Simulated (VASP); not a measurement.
Write the native input for VASP 6.6.1 that does the following.

```
Task                   : electric field gradients
Functional             : PBE
Potentials or basis    : VASP PAW PBE potentials, release 64 (Al)
Cutoff                 : 520 eV
k mesh                 : 14 × 14 × 14
Occupations            : fermi-dirac, width 0.05 eV
Spin                   : no spin polarisation
Dipole correction      : no
Further INCAR settings : ALGO = Normal; EDIFF = 1e-08; NBANDS = 8
```

The structure of Al lies in POSCAR:

```
Al
1.0
    0.0000000000      2.0373842317      2.0373842317
    2.0373842317      0.0000000000      2.0373842317
    2.0373842317      2.0373842317      0.0000000000
Al
1
Direct
    0.0000000000      0.0000000000      0.0000000000
```

This cell differs from its parent crystal: volume scaled by 1.02.

The input as run:

INCAR

```
SYSTEM = Al
  PREC = Accurate
  ENCUT = 520
  EDIFF = 1E-8
  ISMEAR = -1
  SIGMA = 0.05
  LREAL = .FALSE.
  LASPH = .TRUE.
  NELM = 60
  ALGO = Normal
  ISIF = 2
  LWAVE = .FALSE.
  LCHARG = .FALSE.
  GGA = PE
  LEFG = .TRUE.
  NBANDS = 8
```

KPOINTS

```
regular mesh
0
G
  14 14 14
  0 0 0
```

Potentials or basis: VASP PAW PBE potentials, release 64 (Al).

The run is started by

```bash
$ cat potpaw_PBE.64/Al/POTCAR > POTCAR
$ mpirun -np 1 vasp_std > vasp.out
```

It gave:

```
Pressure : -2.1 GPa
```

Caveat: without QUAD_EFG the Cq values of the log hold for a quadrupole moment of 1 mb, not for the nuclei.

It took 8.8 s on 1 thread of Intel(R) Xeon(R) Platinum 8488C (Sapphire Rapids) (shared host), peak memory 0.13 GiB.
